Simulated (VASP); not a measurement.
# K (Cmmm) in VASP: notebook

Runs on K. Level: PBEsol. Tasks: single point.

Everything below comes from runs of VASP 6.6.1. Logs are shortened: lines on timing, memory, paths and dates and some standing lists are left out, and cuts for length are marked.

### Step 1. The cell of the first run

Symmetry: Cmmm, No. 65, orthorhombic system. Conventional cell: a = 8.162 Å, b = 8.174 Å, c = 10.681 Å, α = 90.00°, β = 90.00°, γ = 90.00°. K (site symmetry 2) has 7 K at 4.07 to 4.39 Å within 5.3 Å. Within 5.8 Å of K (site symmetry mmm) lie 12 K at 4.39 to 5.78 Å.

### Step 2. Single point, PBEsol (71.26 Å³/atom)

INCAR reads:

```
SYSTEM = K
PREC = Accurate ; ENCUT = 520
EDIFF = 1E-7 ; ISMEAR = 0
SIGMA = 0.1 ; LREAL = .FALSE.
LASPH = .TRUE. ; NELM = 60
ALGO = Fast ; ISIF = 2
LWAVE = .FALSE. ; LCHARG = .FALSE.
GGA = PS ; NBANDS = 30
```

KPOINTS reads:

```
regular mesh
0
G
  6 6 4
  0 0 0
```

POSCAR reads:

```
K
1.0
    4.0872005132     -4.0811671643      0.0000000000
    4.0872005132      4.0811671643      0.0000000000
    0.0000000000      0.0000000000     10.6805480188
K
5
Direct
    0.5000000000      0.0000000000      0.3092481955
    0.0000000000      0.5000000000      0.6907518045
    0.0000000000      0.5000000000      0.3092481955
    0.5000000000      0.0000000000      0.6907518045
    0.0000000000      0.0000000000      0.0000000000
```

Potentials or basis: VASP PAW PBE potentials, release 64 (K_sv).

Command:

```sh
cat potpaw_PBE.64/K_sv/POTCAR > POTCAR
mpirun -np 1 vasp_std > vasp.out
```

OUTCAR:

```text
SYSTEM = K
   PREC = Accurate
   ENCUT = 520
   EDIFF = 1E-7
   ISMEAR = 0
   LREAL = .FALSE.
   LASPH = .TRUE.
   NELM = 60
   ISIF = 2
   GGA = PS

 ion  position               nearest neighbor table
   1  0.500  0.000  0.309-
   2  0.000  0.500  0.691-
   3  0.000  0.500  0.309-
   4  0.500  0.000  0.691-
   5  0.000  0.000  0.000-

  LATTYP: Found a base centered orthorhombic cell.
 ALAT       =     8.1623343286
 B/A-ratio  =     1.0014783391
 C/A-ratio  =     1.3085163617

  Lattice vectors:

 A1 = (  -4.0872005132,  -4.0811671643,   0.0000000000)
 A2 = (   4.0872005132,  -4.0811671643,   0.0000000000)
 A3 = (   0.0000000000,   0.0000000000,  10.6805480188)

Analysis of symmetry for initial positions (statically):
=====================================================================
 Subroutine PRICEL returns:
 Original cell was already a primitive cell.

 Routine SETGRP: Setting up the symmetry group for a
 base centered orthorhombic supercell.

 Subroutine GETGRP returns: Found  8 space group operations
 (whereof  8 operations were pure point group operations)
 out of a pool of  8 trial point group operations.

The static configuration has the point symmetry D_2h.

Analysis of symmetry for dynamics (positions and initial velocities):
=====================================================================
 Subroutine PRICEL returns:
 Original cell was already a primitive cell.

 Routine SETGRP: Setting up the symmetry group for a
 base centered orthorhombic supercell.

 Subroutine GETGRP returns: Found  8 space group operations
 (whereof  8 operations were pure point group operations)
 out of a pool of  8 trial point group operations.

The dynamic configuration has the point symmetry D_2h.

 Subroutine INISYM returns: Found  8 space group operations
 (whereof  8 operations are pure point group operations),
 and found     1 'primitive' translations

----------------------------------------------------------------------------------------

                                     Primitive cell

  volume of cell :     356.3148

  direct lattice vectors                    reciprocal lattice vectors
     4.087200513 -4.081167164  0.000000000     0.122333122 -0.122513972  0.000000000
     4.087200513  4.081167164  0.000000000     0.122333122  0.122513972  0.000000000
     0.000000000  0.000000000 10.680548019     0.000000000  0.000000000  0.093628154

  length of vectors
     5.775909752  5.775909752 10.680548019     0.173133088  0.173133088  0.093628154

  position of ions in fractional coordinates (direct lattice)
     0.500000000  0.000000000  0.309248195
     0.000000000  0.500000000  0.690751805
     0.000000000  0.500000000  0.309248195
     0.500000000  0.000000000  0.690751805
     0.000000000  0.000000000  0.000000000

  ion indices of the primitive-cell ions
   primitive index   ion index
                 1           1
                 2           2
                 3           3
                 4           4
                 5           5

----------------------------------------------------------------------------------------

 KPOINTS: regular mesh

Automatic generation of k-mesh.
 Grid dimensions read from file:
 generate k-points for:    6    6    4

 Generating k-lattice:

  Cartesian coordinates                     Fractional coordinates (reciprocal lattice)
     0.020388854 -0.020418995  0.000000000     0.166666667  0.000000000  0.000000000
     0.020388854  0.020418995  0.000000000     0.000000000  0.166666667  0.000000000
     0.000000000  0.000000000  0.023407039     0.000000000  0.000000000  0.250000000

  Length of vectors
     0.028855515  0.028855515  0.023407039

  Shift w.r.t. Gamma in fractional coordinates (k-lattice)
     0.000000000  0.000000000  0.000000000

 Subroutine IBZKPT returns following result:
 ===========================================

 Found     39 irreducible k-points:

 Following reciprocal coordinates:
            Coordinates               Weight
  0.000000  0.000000  0.000000      1.000000
  0.166667 -0.000000  0.000000      4.000000
  0.333333 -0.000000  0.000000      4.000000
  0.500000 -0.000000  0.000000      2.000000
  0.166667  0.166667  0.000000      2.000000
  0.333333  0.166667  0.000000      4.000000
[... 16 lines left out ...]
  0.333333  0.333333  0.250000      4.000000
  0.500000  0.333333  0.250000      8.000000
 [... further k-points ...]
   k-points           NKPTS =     39   k-points in BZ     NKDIM =     39   number of bands    NBANDS=     30
   number of dos      NEDOS =    301   number of ions     NIONS =      5
   total plane-waves  NPLWV = 184320
   dimension x,y,z NGX =    48 NGY =   48 NGZ =   80
   dimension x,y,z NGXF=    96 NGYF=   96 NGZF=  160
   ions per type =               5
   NGX,Y,Z   is equivalent  to a cutoff of  13.82, 13.82, 12.45 a.u.
   NGXF,Y,Z  is equivalent  to a cutoff of  27.63, 27.63, 24.90 a.u.
 SYSTEM =  K
   PREC   = accura    normal or accurate (medium, high low for compatibility)
   ISTART =      0    job   : 0-new  1-cont  2-samecut
   ICHARG =      2    charge: 1-file 2-atom 10-const
   ISPIN  =      1    spin polarized calculation?
   LNONCOLLINEAR =      F non collinear calculations
   LSORBIT =      F    spin-orbit coupling
   LASPH  =      T    aspherical Exc in radial PAW
   ENCUT  =  520.0 eV  38.22 Ry    6.18 a.u.  10.74 10.74 19.86*2*pi/ulx,y,z
   NELM   =     60;   NELMIN=  2; NELMDL= -5     # of ELM steps
   EDIFF  = 0.1E-06   stopping-criterion for ELM
   LREAL  =      F    real-space projection
   EDIFFG = 0.1E-05   stopping-criterion for IOM
   NSW    =      0    number of steps for IOM
   IBRION =     -1    ionic relax: 0-MD 1-quasi-New 2-CG
   NFREE  =      0    steps in history (QN), initial steepest desc. (CG)
   ISIF   =      2    stress and relaxation
   ISYM   =      2    0-nonsym 1-usesym 2-fastsym
   POTIM  = 0.5000    time-step for ionic-motion
   TEBEG  =    0.0;   TEEND  =   0.0 temperature during run
   PSTRESS=    0.0 pullay stress
   NELECT =      45.0000    total number of electrons
   NUPDOWN=      -1.0000    fix difference up-down
   EMIN   =  10.00;   EMAX   =-10.00  energy-range for DOS
   EFERMI =   0.00;   METHOD = LEGACY
   ISMEAR =     0;   SIGMA  =   0.10  broadening in eV -4-tet -1-fermi 0-gaus
   EFERMI_NEDOS =   21; number of points for ismear=-14 and -15
   IALGO  =     68    algorithm
   IMIX   =      4    mixing-type and parameters
     AMIX     =   0.40;   BMIX     =  1.00
     AMIX_MAG =   1.60;   BMIX_MAG =  1.00
  volume/ion in A,a.u.               =      71.26       480.91
  Fermi-wavevector in a.u.,A,eV,Ry     =   0.821362  1.552148  9.178964  0.674635
  Thomas-Fermi vector in A             =   1.932507
   LORBIT       =      0    0 simple, 1 ext, 2 COOP (PROOUT), +10 PAW based schemes
   GGA     = PS    functional components
   LHFCALC =     F    Hartree Fock is set to
   AEXX    =    0.0000 exact exchange contribution
   IVDW    =     0    specifies the selected vdW correction
   LEPSILON=     F    determine dielectric tensor
   LRPA    =     F    only Hartree local field effects (RPA)
 non-spin polarized calculation
 RMM-DIIS sequential band-by-band and
 Gauss-broadening in eV      SIGMA  =   0.10
  energy-cutoff  :      520.00
  volume of cell :      356.31
 maximum number of plane-waves:      9624
 NGX is ok and might be reduce to    48
   NGX = 21   NGY = 21   NGZ = 39

 number of electron      45.0000006 magnetization

 Free energy of the ion-electron system (eV)
  ---------------------------------------------------
  ext. energy  EPLUGINS =         0.00000000
  ---------------------------------------------------
  free energy    TOTEN  =        -5.02893385 eV

  energy without entropy =       -5.00589060  energy(sigma->0) =       -5.01741223

 E-fermi :  -0.0411     XC(G=0):  -5.7470

 val. band max:       -0.0799234046   @ k =   0.5000   0.1667   0.2500
 cond. band min:      -0.0269185514   @ k =   0.5000   0.5000   0.0000
 fundamental gap:      0.0530048532
 Fermi energy:        -0.0410727131

 k-point     1 :       0.0000    0.0000    0.0000
  band No.  band energies     occupation
      1     -32.2120      2.00000
      2     -32.2074      2.00000
      3     -32.1949      2.00000
      4     -32.1907      2.00000
      5     -32.1542      2.00000
      6     -15.8201      2.00000
[... 22 lines left out ...]
     29       2.2689      0.00000
     30       2.4495      0.00000

 k-point     2 :       0.1667   -0.0000    0.0000
  band No.  band energies     occupation
      1     -32.2108      2.00000
      2     -32.2063      2.00000
      3     -32.1960      2.00000
      4     -32.1918      2.00000
      5     -32.1542      2.00000
      6     -15.8124      2.00000
[... 22 lines left out ...]
     29       2.3496      0.00000
     30       2.5269      0.00000

 k-point     3 :       0.3333   -0.0000    0.0000
  band No.  band energies     occupation
      1     -32.2076      2.00000
      2     -32.2032      2.00000
      3     -32.1991      2.00000
      4     -32.1949      2.00000
      5     -32.1542      2.00000
      6     -15.7985      2.00000
[... 22 lines left out ...]
     29       2.4759      0.00000
     30       2.6517      0.00000

 k-point     4 :       0.5000   -0.0000    0.0000
  band No.  band energies     occupation
      1     -32.2034      2.00000
      2     -32.2033      2.00000
      3     -32.1990      2.00000
      4     -32.1990      2.00000
      5     -32.1542      2.00000
      6     -15.7941      2.00000
[... 616 lines left out ...]
     29       1.9656      0.00000
     30       2.4355      0.00000

 k-point    23 :       0.3333    0.3333    0.2500
  band No.  band energies     occupation
      1     -32.2055      2.00000
      2     -32.2012      2.00000
      3     -32.2011      2.00000
      4     -32.1968      2.00000
      5     -32.1543      2.00000
      6     -15.8352      2.00000
[... 22 lines left out ...]
     29       1.6065      0.00000
     30       1.9940      0.00000

 k-point    24 :       0.5000    0.3333    0.2500
  band No.  band energies     occupation
      1     -32.2033      2.00000
      2     -32.2032      2.00000
      3     -32.1990      2.00000
      4     -32.1989      2.00000
      5     -32.1543      2.00000
      6     -15.8312      2.00000
[... 22 lines left out ...]
     29       1.3963      0.00000
     30       1.6002      0.00000

 [... further k-points ...]

------------------------ aborting loop because EDIFF is reached ----------------------------------------

  FORCE on cell =-STRESS in cart. coord.  units (eV):
  Direction    XX          YY          ZZ          XY          YZ          ZX
  --------------------------------------------------------------------------------------
  -------------------------------------------------------------------------------------
  Total        0.9409762      0.9709091      0.9285894      0.0000000      0.0000000      0.0000000
  in kB        4.2311203      4.3657142      4.1754229      0.0000000      0.0000000      0.0000000
  external PRESSURE =       4.2574191 kB  Pullay stress =       0.0000000 kB

 VOLUME and BASIS-vectors are now :
 -----------------------------------------------------------------------------
  energy-cutoff  :      520.00
  volume of cell :      356.31
      direct lattice vectors                 reciprocal lattice vectors
     4.087200513 -4.081167164  0.000000000     0.122333122 -0.122513972  0.000000000
     4.087200513  4.081167164  0.000000000     0.122333122  0.122513972  0.000000000
     0.000000000  0.000000000 10.680548019     0.000000000  0.000000000  0.093628154

 POSITION                                       TOTAL-FORCE (eV/Angst)
 -----------------------------------------------------------------------------------
      2.04360     -2.04058      3.30294         0.000000     -0.000000      0.000532
      2.04360      2.04058      7.37761         0.000000      0.000000     -0.000532
      2.04360      2.04058      3.30294         0.000000      0.000000      0.000532
      2.04360     -2.04058      7.37761        -0.000000     -0.000000     -0.000532
      0.00000      0.00000      0.00000         0.000000      0.000000     -0.000000
 -----------------------------------------------------------------------------------
    total drift:                                0.000000      0.000000      0.000000

  FREE ENERGIE OF THE ION-ELECTRON SYSTEM (eV)
  ---------------------------------------------------
  free  energy   TOTEN  =        -5.0289338500 eV

  energy  without entropy=       -5.0058906020  energy(sigma->0) =       -5.01741223
```

Run time: 20 min. Hardware: 1 thread of Oxide Virtual Turin-like, shared host; peak memory 0.56 GiB.

What came out:

| Quantity | Value |
| --- | --- |
| Free energy | -5.0289 eV |
| Pressure | 0.4 GPa |
| Band gap on the k mesh | zero (an odd number of electrons rules out a gap without spin polarisation) |

Caveat: the PAW data sets were made with another functional, which shifts forces and pressure a little.

### Step 3. Single point, PBEsol (73.69 Å³/atom)

This run uses another cell than the first one, of 73.69 Å³/atom.

INCAR reads:

```
SYSTEM = K
PREC     = Accurate       ! precision mode
ENCUT    = 520            ! plane-wave cutoff, eV
EDIFF    = 1E-6           ! SCF threshold, eV
ISMEAR   = 0              ! smearing method
SIGMA    = 0.1            ! smearing width, eV
LREAL    = .FALSE.        ! projectors in reciprocal space
LASPH    = .TRUE.         ! aspherical terms in the spheres
NELM     = 80             ! most SCF steps
ALGO     = Fast           ! electronic algorithm
ISIF     = 2              ! what is computed and relaxed
LWAVE    = .FALSE.        ! write WAVECAR
LCHARG   = .TRUE.         ! write CHGCAR
GGA      = PS             ! functional
LELF     = .TRUE.         ! ELF
LVHAR    = .TRUE.       
NBANDS   = 30             ! bands
```

KPOINTS is that of step 2.

Changes to POSCAR since step 2:

```diff
@@ -2,5 +2,5 @@
 1.0
-    4.0872005132     -4.0811671643      0.0000000000
-    4.0872005132      4.0811671643      0.0000000000
-    0.0000000000      0.0000000000     10.6805480188
+    4.1331279586     -4.1270268136      0.0000000000
+    4.1331279586      4.1270268136      0.0000000000
+    0.0000000000      0.0000000000     10.8005642217
 K
```

Potentials or basis: VASP PAW PBE potentials, release 64 (K_sv).

Command:

```sh
cat potpaw_PBE.64/K_sv/POTCAR > POTCAR
mpirun -np 1 vasp_std > vasp.out
```

It took 18 min on 1 thread of Oxide Virtual Turin-like, shared host; peak memory 0.58 GiB.

It converged, with:

```yaml
Free_energy: -5.0570 eV
Pressure: 0.3 GPa
Band_gap_on_the_k_mesh: zero (an odd number of electrons rules out a gap without spin polarisation)
```

Levels at points of the mesh, in eV from the Fermi level:
```csv
k point,band 18,band 19,band 20,band 21,band 22,band 23,band 24,band 25,band 26,band 27
"(0.00, 0.00, 0.00)",-15.66,-15.66,-15.65,-2.22,-0.97,-0.60,1.01,1.74,1.90,2.07
"(0.50, 0.00, 0.00)",-15.67,-15.67,-15.65,-1.10,-0.90,0.12,0.26,0.27,0.42,2.05
"(0.50, 0.50, 0.00)",-15.65,-15.65,-15.64,0.00,0.05,0.05,0.26,0.85,0.93,1.01
"(0.00, 0.00, 0.50)",-15.66,-15.65,-15.65,-1.94,-1.75,0.63,0.78,1.20,1.51,2.15
"(0.50, 0.00, 0.50)",-15.67,-15.66,-15.66,-0.77,-0.75,-0.72,-0.40,1.37,1.40,1.58
"(0.50, 0.50, 0.50)",-15.65,-15.65,-15.64,0.20,0.26,0.26,0.30,0.38,0.55,0.56
```

Caveat: the PAW data sets were made with another functional, which shifts forces and pressure a little.
